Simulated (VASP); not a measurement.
Write the native input for VASP 6.6.1 that does the following.

* Task: single point
* Functional: PBE
* Potentials or basis: VASP PAW PBE potentials, release 64 (K_sv, Cl)
* Cutoff: 520 eV
* k mesh: 10 × 10 × 10
* Occupations: gaussian, width 0.05 eV
* Spin: no spin polarisation
* Dipole correction: no
* Further INCAR settings: ALGO = Normal; EDIFF = 1e-07; NBANDS = 15

The structure of KCl lies in POSCAR:

```
KCl
1.0
    3.8096815152      0.0000000000      0.0000000000
    0.0000000000      3.8096815152      0.0000000000
    0.0000000000      0.0000000000      3.8096815152
K Cl
1 1
Direct
    0.0000000000      0.0000000000      0.0000000000
    0.5000000000      0.5000000000      0.5000000000
```

One way to write it, as run:

INCAR

```
PREC = Accurate
ENCUT = 520
EDIFF = 1E-7
ISMEAR = 0
SIGMA = 0.05
LREAL = False
LASPH = True
NELM = 60
ALGO = Normal
ISIF = 2
LWAVE = False
LCHARG = True
GGA = PE
LELF = True
LVHAR = True
NBANDS = 15
```

KPOINTS

```
regular mesh
0
Gamma
  10 10 10
```

Potentials or basis: VASP PAW PBE potentials, release 64 (K_sv, Cl).

Command:

```console
$ cat potpaw_PBE.64/K_sv/POTCAR potpaw_PBE.64/Cl/POTCAR > POTCAR
$ mpirun -np 1 vasp_std > vasp.out
```

Results of the run:

```json
{
 "Pressure": "0.4 GPa",
 "Band gap on the k mesh": "4.89 eV (least direct gap 5.10 eV)"
}
```

Run time: 42 s on 1 thread of Intel Xeon 8259CL, with other jobs on the host, peak memory 0.18 GiB.
